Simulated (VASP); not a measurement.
Input of a VASP 6.6.1 run:

Contents of INCAR:

```
SYSTEM = CoMo
ALGO = Normal
EDIFF = 1E-6
ENCUT = 690
GGA_COMPAT = .FALSE.
ISIF = 2
ISMEAR = -1
LASPH = .TRUE.
LCHARG = .FALSE.
LREAL = .FALSE.
LWAVE = .FALSE.
NBANDS = 22
NELM = 120
PREC = Accurate
SIGMA = 0.05
```

File KPOINTS:

```
k-points
0
G
  14 14 8
  0 0 0
```

File POSCAR:

```
CoMo
1.0
    2.7819204892      0.0000000000      0.0000000000
   -1.3909602446      2.4092138150      0.0000000000
    0.0000000000      0.0000000000      4.3186656721
Co Mo
1 1
Direct
    0.6666666667      0.3333333333      0.5000000000
    0.3333333333      0.6666666667      0.0000000000
```

Potentials or basis: VASP PAW LDA potentials, release 64 (Co_sv, Mo_sv).

Command:

```console
$ cat potpaw_LDA.64/Co_sv/POTCAR potpaw_LDA.64/Mo_sv/POTCAR > POTCAR
$ mpirun -np 1 vasp_std > vasp.out
```

Estimate the pressure.

-30.1 GPa.

What does it give for the band gap on the k mesh?

Zero (an odd number of electrons rules out a gap without spin polarisation).

Stress tensor (GPa, compression positive):
```
-29.89   0.00   0.00
  0.00 -29.89   0.00
  0.00   0.00 -30.44
```

Caveat: the cell stands under tension; the run has no spin polarisation, though such a crystal can be magnetic. Spin polarisation is off, so any magnetic state and its effect on volume and gap are missing.
